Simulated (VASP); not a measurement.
# SnO (P4/nmm) in VASP: notebook

The runs below take SnO through single point, with PBE-based screened hybrid with 25 % exact exchange, PBEsol.

Everything below comes from runs of VASP 6.6.1. Logs are shortened: lines on timing, memory, paths and dates and some standing lists are left out, and cuts for length are marked.

### Step 1. The cell of the first run

It takes space group P4/nmm (No. 129, tetragonal). The conventional cell has a = 3.805 Å, b = 3.805 Å, c = 5.029 Å, α = 90.00°, β = 90.00°, γ = 90.00°. Within 2.9 Å of Sn (site symmetry 4mm) lie 4 O at 2.22 Å. Within 2.9 Å of O (site symmetry -4m2) lie 4 Sn at 2.22 Å and 4 O at 2.69 Å.

### Step 2. Single point, PBE-based screened hybrid with 25 % exact exchange

POSCAR

```
SnO
1.0
    3.8049003461      0.0000000000      0.0000000000
    0.0000000000      3.8049003461      0.0000000000
    0.0000000000      0.0000000000      5.0291594562
Sn O
2 2
Direct
    0.5000000000      0.0000000000      0.7720876847
    0.0000000000      0.5000000000      0.2279123153
    0.0000000000      0.0000000000      0.0000000000
    0.5000000000      0.5000000000      0.0000000000
```

INCAR.step1

```
  PREC = Accurate
  ENCUT = 520
  EDIFF = 1E-5
  ISMEAR = -1
  SIGMA = 0.05
  LREAL = False
  LASPH = True
  NELM = 60
  ALGO = Normal
  ISIF = 2
  LWAVE = True
  LCHARG = False
  GGA = PE
  NBANDS = 28
```

INCAR.step2

```
  PREC = Accurate
  ENCUT = 520
  EDIFF = 1E-6
  ISMEAR = -1
  SIGMA = 0.05
  LREAL = False
  LASPH = True
  NELM = 60
  ALGO = Normal
  ISIF = 2
  LWAVE = False
  LCHARG = False
  GGA = PE
  LHFCALC = True
  AEXX = 0.25
  HFSCREEN = 0.3
  PRECFOCK = Normal
  ISTART = 1
  NBANDS = 28
```

KPOINTS

```
regular mesh
0
Gamma
  4 4 3
```

Potentials or basis: VASP PAW PBE potentials, release 64 (Sn_d, O).

Launch:

```sh
cat potpaw_PBE.64/Sn_d/POTCAR potpaw_PBE.64/O/POTCAR > POTCAR
cp INCAR.step1 INCAR
mpirun -np 1 vasp_std > vasp.out
cp INCAR.step2 INCAR
mpirun -np 1 vasp_std > vasp.out
```

OUTCAR:

```text
PREC = Accurate
   ENCUT = 520
   EDIFF = 1E-6
   ISMEAR = -1
   LREAL = False
   LASPH = True
   NELM = 60
   ISIF = 2
   GGA = PE
   LHFCALC = True
   AEXX = 0.25
   HFSCREEN = 0.3
   PRECFOCK = Normal
   ISTART = 1

 ion  position               nearest neighbor table
   1  0.500  0.000  0.772-   3 2.22   4 2.22   4 2.22   3 2.22   2 3.53   2 3.53   2 3.53   2 3.53

   2  0.000  0.500  0.228-   3 2.22   4 2.22   3 2.22   4 2.22   1 3.53   1 3.53   1 3.53   1 3.53

   3  0.000  0.000  0.000-   1 2.22   2 2.22   2 2.22   1 2.22
   4  0.500  0.500  0.000-   1 2.22   2 2.22   1 2.22   2 2.22

  LATTYP: Found a simple tetragonal cell.
 ALAT       =     3.8049003461
 C/A-ratio  =     1.3217585216

  Lattice vectors:

 A1 = (   3.8049003461,   0.0000000000,   0.0000000000)
 A2 = (   0.0000000000,   3.8049003461,   0.0000000000)
 A3 = (   0.0000000000,   0.0000000000,   5.0291594562)

Analysis of symmetry for initial positions (statically):
=====================================================================
 Subroutine PRICEL returns:
 Original cell was already a primitive cell.

 Routine SETGRP: Setting up the symmetry group for a
 simple tetragonal supercell.

 Subroutine GETGRP returns: Found 16 space group operations
 (whereof  8 operations were pure point group operations)
 out of a pool of 16 trial point group operations.

The static configuration has the point symmetry D_2d.
 The point group associated with its full space group is D_4h.

Analysis of symmetry for dynamics (positions and initial velocities):
=====================================================================
 Subroutine PRICEL returns:
 Original cell was already a primitive cell.

 Routine SETGRP: Setting up the symmetry group for a
 simple tetragonal supercell.

 Subroutine GETGRP returns: Found 16 space group operations
 (whereof  8 operations were pure point group operations)
 out of a pool of 16 trial point group operations.

The dynamic configuration has the point symmetry D_2d.
 The point group associated with its full space group is D_4h.

 Subroutine INISYM returns: Found 16 space group operations
 (whereof  8 operations are pure point group operations),
 and found     1 'primitive' translations

----------------------------------------------------------------------------------------

                                     Primitive cell

  volume of cell :      72.8085

  direct lattice vectors                    reciprocal lattice vectors
     3.804900346  0.000000000  0.000000000     0.262818973  0.000000000  0.000000000
     0.000000000  3.804900346  0.000000000     0.000000000  0.262818973  0.000000000
     0.000000000  0.000000000  5.029159456     0.000000000  0.000000000  0.198840385

  length of vectors
     3.804900346  3.804900346  5.029159456     0.262818973  0.262818973  0.198840385

  position of ions in fractional coordinates (direct lattice)
     0.500000000  0.000000000  0.772087685
     0.000000000  0.500000000  0.227912315
     0.000000000  0.000000000  0.000000000
     0.500000000  0.500000000  0.000000000

  ion indices of the primitive-cell ions
   primitive index   ion index
                 1           1
                 2           2
                 3           3
                 4           4

----------------------------------------------------------------------------------------

 KPOINTS: regular mesh

Automatic generation of k-mesh.
 Grid dimensions read from file:
 generate k-points for:    4    4    3

 Generating k-lattice:

  Cartesian coordinates                     Fractional coordinates (reciprocal lattice)
     0.065704743  0.000000000  0.000000000     0.250000000  0.000000000  0.000000000
     0.000000000  0.065704743  0.000000000     0.000000000  0.250000000  0.000000000
     0.000000000  0.000000000  0.066280128     0.000000000  0.000000000  0.333333333

  Length of vectors
     0.065704743  0.065704743  0.066280128

  Shift w.r.t. Gamma in fractional coordinates (k-lattice)
     0.000000000  0.000000000  0.000000000

 Subroutine IBZKPT returns following result:
 ===========================================

 Found     12 irreducible k-points:

 Following reciprocal coordinates:
            Coordinates               Weight
  0.000000  0.000000  0.000000      1.000000
  0.250000  0.000000  0.000000      4.000000
  0.500000  0.000000  0.000000      2.000000
  0.250000  0.250000  0.000000      4.000000
  0.500000  0.250000  0.000000      4.000000
  0.500000  0.500000  0.000000      1.000000
  0.000000  0.000000  0.333333      2.000000
  0.250000  0.000000  0.333333      8.000000
  0.500000  0.000000  0.333333      4.000000
  0.250000  0.250000  0.333333      8.000000
  0.500000  0.250000  0.333333      8.000000
  0.500000  0.500000  0.333333      2.000000
   k-points           NKPTS =     12   k-points in BZ     NKDIM =     48   number of bands    NBANDS=     28
   number of dos      NEDOS =    301   number of ions     NIONS =      4
   total plane-waves  NPLWV =  31360
   dimension x,y,z NGX =    28 NGY =   28 NGZ =   40
   dimension x,y,z NGXF=    56 NGYF=   56 NGZF=   80
   ions per type =               2   2
   NGX,Y,Z   is equivalent  to a cutoff of  12.23, 12.23, 13.22 a.u.
   NGXF,Y,Z  is equivalent  to a cutoff of  24.47, 24.47, 26.45 a.u.
 SYSTEM =  unknown system
   PREC   = accura    normal or accurate (medium, high low for compatibility)
   ISTART =      1    job   : 0-new  1-cont  2-samecut
   ICHARG =      0    charge: 1-file 2-atom 10-const
   ISPIN  =      1    spin polarized calculation?
   LNONCOLLINEAR =      F non collinear calculations
   LSORBIT =      F    spin-orbit coupling
   LASPH  =      T    aspherical Exc in radial PAW
   ENCUT  =  520.0 eV  38.22 Ry    6.18 a.u.   7.07  7.07  9.35*2*pi/ulx,y,z
   NELM   =     60;   NELMIN=  2; NELMDL=  0     # of ELM steps
   EDIFF  = 0.1E-05   stopping-criterion for ELM
   LREAL  =      F    real-space projection
   EDIFFG = 0.1E-04   stopping-criterion for IOM
   NSW    =      0    number of steps for IOM
   IBRION =     -1    ionic relax: 0-MD 1-quasi-New 2-CG
   NFREE  =      0    steps in history (QN), initial steepest desc. (CG)
   ISIF   =      2    stress and relaxation
   ISYM   =      3    0-nonsym 1-usesym 2-fastsym
   POTIM  = 0.5000    time-step for ionic-motion
   TEBEG  =    0.0;   TEEND  =   0.0 temperature during run
   PSTRESS=    0.0 pullay stress
   NELECT =      40.0000    total number of electrons
   NUPDOWN=      -1.0000    fix difference up-down
   EMIN   =  10.00;   EMAX   =-10.00  energy-range for DOS
   EFERMI =   0.00;   METHOD = LEGACY
   ISMEAR =    -1;   SIGMA  =   0.05  broadening in eV -4-tet -1-fermi 0-gaus
   EFERMI_NEDOS =   21; number of points for ismear=-14 and -15
   IALGO  =     38    algorithm
   IMIX   =      1    mixing-type and parameters
     AMIX     =   0.40;   BMIX     =  1.00
     AMIX_MAG =   1.60;   BMIX_MAG =  1.00
  volume/ion in A,a.u.               =      18.20       122.83
  Fermi-wavevector in a.u.,A,eV,Ry     =   1.340811  2.533765 24.460195  1.797774
  Thomas-Fermi vector in A             =   2.469094
   LORBIT       =      0    0 simple, 1 ext, 2 COOP (PROOUT), +10 PAW based schemes
   GGA     = PE    functional components
   LHFCALC =     T    Hartree Fock is set to
   PRECFOCK=normal    Normal, Fast or Accurate (Low or Medium for compatibility)
   ENCUT4O =  -1.0   cutoff for four orbital integrals eV
   NKREDX  =     1    reduce k-point grid by
   NKREDY  =     1    reduce k-point grid by
   NKREDZ  =     1    reduce k-point grid by
   AEXX    =    0.2500 exact exchange contribution
   HFSCREEN=    0.3000 screening length (either q_TF or 0.3 A-1)
   HFSCREENC=   0.3000 screening length for correlation (either q_TF or 0.3 A-1)
   ENCUTFOCK=  -1.0 apply spherical cutoff to Coloumb kernel
   IVDW    =     0    specifies the selected vdW correction
   LEPSILON=     F    determine dielectric tensor
   LRPA    =     F    only Hartree local field effects (RPA)
 non-spin polarized calculation
  energy-cutoff  :      520.00
  volume of cell :       72.81
 maximum number of plane-waves:      1976
  NGX = 24; NGY = 24; NGZ = 30

 number of electron      39.9999990 magnetization

 Free energy of the ion-electron system (eV)
  ---------------------------------------------------
  ext. energy  EPLUGINS =         0.00000000
  ---------------------------------------------------
  free energy    TOTEN  =       -27.24297549 eV

  energy without entropy =      -27.24290948  energy(sigma->0) =      -27.24294248

 E-fermi :   6.8748     XC(G=0):  -8.4309

 val. band max:        6.5668626687   @ k =   0.0000   0.0000   0.0000
 cond. band min:       7.2174638932   @ k =   0.5000   0.5000   0.0000
 fundamental gap:      0.6506012246
 Fermi energy:         6.8748095718

 k-point     1 :       0.0000    0.0000    0.0000
  band No.  band energies     occupation
      1     -17.6091      2.00000
      2     -17.0878      2.00000
      3     -17.0637      2.00000
      4     -17.0637      2.00000
      5     -17.0135      2.00000
      6     -16.9961      2.00000
[... 20 lines left out ...]
     27      14.0913      0.00000
     28      14.4850      0.00000

 k-point     2 :       0.2500    0.0000    0.0000
  band No.  band energies     occupation
      1     -17.5766      2.00000
      2     -17.2306      2.00000
      3     -17.0541      2.00000
      4     -17.0534      2.00000
      5     -17.0495      2.00000
      6     -17.0231      2.00000
[... 20 lines left out ...]
     27      14.6313      0.00000
     28      17.8873      0.00000

 k-point     3 :       0.5000    0.0000    0.0000
  band No.  band energies     occupation
      1     -17.4706      2.00000
      2     -17.4706      2.00000
      3     -17.0384      2.00000
      4     -17.0384      2.00000
      5     -17.0344      2.00000
      6     -17.0344      2.00000
[... 244 lines left out ...]
      3     -17.0449      2.00000
      4     -17.0449      2.00000
      5     -17.0239      2.00000
      6     -17.0239      2.00000
[... 20 lines left out ...]
     27      15.9705      0.00000
     28      15.9705      0.00000

 k-point    12 :       0.5000    0.5000    0.3333
  band No.  band energies     occupation
      1     -17.5235      2.00000
      2     -17.5235      2.00000
      3     -17.0303      2.00000
      4     -17.0303      2.00000
      5     -17.0187      2.00000
      6     -17.0187      2.00000
[... 20 lines left out ...]
     27      16.2448      0.00000
     28      16.2448      0.00000

------------------------ aborting loop because EDIFF is reached ----------------------------------------

  FORCE on cell =-STRESS in cart. coord.  units (eV):
  Direction    XX          YY          ZZ          XY          YZ          ZX
  --------------------------------------------------------------------------------------
  -------------------------------------------------------------------------------------
  Total        0.1539887      0.1539887      0.1729115      0.0000000      0.0000000      0.0000000
  in kB        3.3885780      3.3885780      3.8049799      0.0000000      0.0000000      0.0000000
  external PRESSURE =       3.5273787 kB  Pullay stress =       0.0000000 kB

 VOLUME and BASIS-vectors are now :
 -----------------------------------------------------------------------------
  energy-cutoff  :      520.00
  volume of cell :       72.81
      direct lattice vectors                 reciprocal lattice vectors
     3.804900346  0.000000000  0.000000000     0.262818973  0.000000000  0.000000000
     0.000000000  3.804900346  0.000000000     0.000000000  0.262818973  0.000000000
     0.000000000  0.000000000  5.029159456     0.000000000  0.000000000  0.198840385

 POSITION                                       TOTAL-FORCE (eV/Angst)
 -----------------------------------------------------------------------------------
      1.90245      0.00000      3.88295         0.000000      0.000000     -0.112856
      0.00000      1.90245      1.14621         0.000000      0.000000      0.112856
      0.00000      0.00000      0.00000        -0.000000     -0.000000     -0.000000
      1.90245      1.90245      0.00000        -0.000000      0.000000     -0.000000
 -----------------------------------------------------------------------------------
    total drift:                               -0.000000      0.000002      0.000003

  FREE ENERGIE OF THE ION-ELECTRON SYSTEM (eV)
  ---------------------------------------------------
  free  energy   TOTEN  =       -27.2429754856 eV

  energy  without entropy=      -27.2429094808  energy(sigma->0) =      -27.24294248
```

Run time: 67 min. Hardware: 1 thread of Intel Xeon Platinum 8375C at 2.90GHz (Ice Lake), shared host; peak memory 0.31 GiB.

What came out:

```yaml
Free_energy: -27.2430 eV
Pressure: 0.4 GPa
Largest_force: 0.113 eV/Å
Band_gap_on_the_k_mesh: 0.65 eV (least direct gap 2.48 eV)
```

Forces on the atoms (eV/Å):
```
Sn   0.000  0.000 -0.113
Sn   0.000  0.000  0.113
O    0.000  0.000  0.000
O    0.000  0.000  0.000
```

Caveat: the PAW data sets were made with another functional, which shifts forces and pressure a little; spin-orbit coupling is left out, which moves the levels of the heavy elements. A k mesh can miss the band edges.

### Step 3. Single point, PBEsol

This run uses another cell than the first one, of 17.77 Å³/atom.

INCAR

```
SYSTEM = SnO
PREC = Accurate ; ENCUT = 1340
EDIFF = 1E-6 ; ISMEAR = -1
SIGMA = 0.05 ; LREAL = .False.
LASPH = .True. ; NELM = 120
ALGO = Normal ; ISIF = 2
LWAVE = .False. ; LCHARG = .False.
GGA = PS ; NBANDS = 28
GGA_COMPAT = .False.
```

KPOINTS

```
regular mesh
0
Gamma
  4 4 3
  0 0 0
```

POSCAR

```
SnO
1.0
    3.8136952200      0.0000000000      0.0000000000
    0.0000000000      3.8136952200      0.0000000000
    0.0000000000      0.0000000000      4.8869133000
Sn O
2 2
Direct
    0.5000000000      0.0000000000      0.7646261400
    0.0000000000      0.5000000000      0.2353738600
    0.0000000000      0.0000000000      0.0000000000
    0.5000000000      0.5000000000      0.0000000000
```

Potentials or basis: VASP PAW PBE potentials, release 64 (Sn_d, O_h).

Launch:

```sh
cat potpaw_PBE.64/Sn_d/POTCAR potpaw_PBE.64/O_h/POTCAR > POTCAR
mpirun -np 1 vasp_std > vasp.out
```

It took 1.8 min on 1 thread of AMD EPYC 7R43 (Zen 3), shared host; peak memory 0.34 GiB.

The run converged. Its results:

```yaml
Free_energy: -24.2135 eV
Pressure: -0.4 GPa
Largest_force: 0.191 eV/Å
Band_gap_on_the_k_mesh: 0.14 eV (least direct gap 1.98 eV)
```

Forces on the atoms (eV/Å):
```
Sn   0.000  0.000 -0.191
Sn   0.000  0.000  0.191
O    0.000  0.000  0.000
O    0.000  0.000  0.000
```

Levels at points of the mesh, in eV from the valence-band top:
| k point | band 16 | band 17 | band 18 | band 19 | band 20 | band 21 | band 22 | band 23 | band 24 | band 25 |
| --- | --- | --- | --- | --- | --- | --- | --- | --- | --- | --- |
| (0.00, 0.00, 0.00) | -6.27 | -3.45 | -3.16 | -3.16 | 0.00 | 2.00 | 4.18 | 4.76 | 4.76 | 5.62 |
| (0.50, 0.00, 0.00) | -5.00 | -4.84 | -4.84 | -2.63 | -2.63 | 3.12 | 3.12 | 5.86 | 5.86 | 5.93 |
| (0.50, 0.50, 0.00) | -5.13 | -2.49 | -2.49 | -1.83 | -1.83 | 0.14 | 0.14 | 4.39 | 4.39 | 7.12 |

Caveat: the k points lie up to 0.43 Å⁻¹ apart; semilocal functionals underestimate gaps, and a narrow one can read as zero; the PAW data sets were made with another functional, which shifts forces and pressure a little; spin-orbit coupling is left out, which moves the levels of the heavy elements. A k mesh can miss the band edges.

### Step 4. Single point, PBEsol, non-collinear spin, zero start, spin-orbit coupling

This run uses another cell than the first one, of 18.12 Å³/atom.

INCAR

```
PREC = Accurate
ENCUT = 520
EDIFF = 1E-6
ISMEAR = -1
SIGMA = 0.05
LREAL = False
LASPH = True
NELM = 150
ALGO = Normal
ISIF = 2
LWAVE = False
LCHARG = True
MAGMOM = 0 0 0 0 0 0 0 0 0 0 0 0
LORBIT = 11
LSORBIT = True
GGA_COMPAT = False
LORBMOM = True
GGA = PS
LVHAR = True
NBANDS = 54
```

KPOINTS

```
Automatic mesh
0
Gamma
  7 7 6
```

POSCAR

```
SnO
1.0
    3.8389522158      0.0000000000      0.0000000000
    0.0000000000      3.8389522158      0.0000000000
    0.0000000000      0.0000000000      4.9192779074
Sn O
2 2
Direct
    0.5000000000      0.0000000000      0.7646261400
    0.0000000000      0.5000000000      0.2353738600
    0.0000000000      0.0000000000      0.0000000000
    0.5000000000      0.5000000000      0.0000000000
```

Potentials or basis: VASP PAW PBE potentials, release 64 (Sn_d, O).

Launch:

```sh
cat potpaw_PBE.64/Sn_d/POTCAR potpaw_PBE.64/O/POTCAR > POTCAR
mpirun -np 1 vasp_ncl > vasp.out
```

It took 6.3 min on 1 thread of Intel Xeon Platinum 8259CL at 2.50GHz (Skylake/Cascade Lake), shared host; peak memory 0.46 GiB.

The run converged. Its results:

```yaml
Free_energy: -24.2746 eV
Pressure: -2.1 GPa
Largest_force: 0.107 eV/Å
Net_moment: 0.00 μB per cell
Valence_electrons_inside_the_program's_atomic_spheres: Sn 12.11; O 4.98
```

Forces on the atoms (eV/Å):
```
Sn   0.000  0.000  0.107
Sn   0.000  0.000 -0.107
O    0.000  0.000  0.000
O    0.000  0.000  0.000
```

Stress tensor (GPa, compression positive):
```
-2.22  0.00  0.00
 0.00 -2.22  0.00
 0.00  0.00 -1.86
```

Moments on the atoms (μB; x, y, z):
```
Sn  0.00 0.00 0.00
Sn  0.00 0.00 0.00
O   0.00 0.00 0.00
O   0.00 0.00 0.00
```

Caveat: the PAW data sets were made with another functional, which shifts forces and pressure a little.

### Step 5. The runs side by side

```tsv
level	potentials or basis	spin	cell	k mesh	cutoff (eV)	grid for exact exchange (PRECFOCK)	share of exact exchange	screening parameter	gap on the mesh (eV)	pressure (GPa)	largest force (eV/Å)
PBE-based screened hybrid with 25 % exact exchange	VASP PAW PBE potentials, release 64 (Sn_d, O)	off	a = 3.805, b = 3.805, c = 5.029 Å, 4 atoms, atomic positions A	4 × 4 × 3	520	Normal	0.25	0.3 1/Å	0.65	0.4	0.11
PBEsol	VASP PAW PBE potentials, release 64 (Sn_d, O_h)	off	a = 3.814, b = 3.814, c = 4.887 Å, 4 atoms, atomic positions B	4 × 4 × 3	1340	-	-	-	0.14	-0.4	0.19
PBEsol	VASP PAW PBE potentials, release 64 (Sn_d, O)	non-collinear, zero start, SOC	a = 3.839, b = 3.839, c = 4.919 Å, 4 atoms, atomic positions B	7 × 7 × 6	520	-	-	-	-	-2.1	0.11
```

Alike in all rows: task single point; smearing fermi-dirac 0.05 eV.

Caveats: some runs use coarse meshes; the PAW data sets were made with another functional, which shifts forces and pressure a little; spin-orbit coupling is left out, which moves the levels of the heavy elements (at least some runs); semilocal functionals underestimate gaps, and a narrow one can read as zero (at least some runs).

Total energies depend on the potentials used, so only differences within one code and one set of settings carry meaning.
